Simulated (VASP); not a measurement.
# Au: single point with HSE06

The system is Au.

```
Au
1.0
     0.00000    2.03500    2.03500
     2.03500    0.00000    2.03500
     2.03500    2.03500    0.00000
Au
1
Cartesian
  0.0000 0.0000 0.0000
```

- Program: VASP 6.6.1
- Task: single point
- Functional: HSE06
- Potentials or basis: VASP PAW PBE potentials, release 64 (Au)
- Cutoff: 520 eV
- k mesh: 6 × 6 × 6
- Occupations: fermi-dirac, width 0.05 eV
- Spin: no spin polarisation
- Dipole correction: no
- Grid for exact exchange (PRECFOCK): Normal
- Further INCAR settings: ALGO = Normal; EDIFF = 1e-06; NBANDS = 12
- Share of exact exchange: 0.25
- Screening parameter: 0.2079 1/Å

* Pressure: 8.3 GPa
* Band gap on the k mesh: zero (an odd number of electrons rules out a gap without spin polarisation)

Levels at points of the mesh, in eV from the Fermi level:
| k point | band 2 | band 3 | band 4 | band 5 | band 6 | band 7 | band 8 | band 9 | band 10 | band 11 |
| --- | --- | --- | --- | --- | --- | --- | --- | --- | --- | --- |
| (0.00, 0.00, 0.00) | -5.64 | -5.64 | -5.64 | -4.03 | -4.03 | 15.76 | 20.02 | 20.02 | 20.02 | 24.86 |
| (0.50, 0.00, 0.00) | -5.70 | -5.70 | -2.63 | -2.63 | -0.87 | 3.95 | 15.15 | 18.74 | 18.74 | 26.67 |
| (0.50, 0.50, 0.00) | -7.87 | -2.74 | -2.22 | -2.22 | 1.45 | 7.06 | 11.22 | 11.22 | 18.74 | 21.44 |

Run time: 5.8 min on 1 thread of Intel(R) Xeon(R) 6975P-C (Granite Rapids), on a shared host, peak memory 0.23 GiB.

Caveat: the k points lie up to 0.45 Å⁻¹ apart, too coarse for converged energies and pressures of a metal; the PAW data sets were made with another functional, which shifts forces and pressure a little; spin-orbit coupling is left out, which moves the levels of the heavy elements.
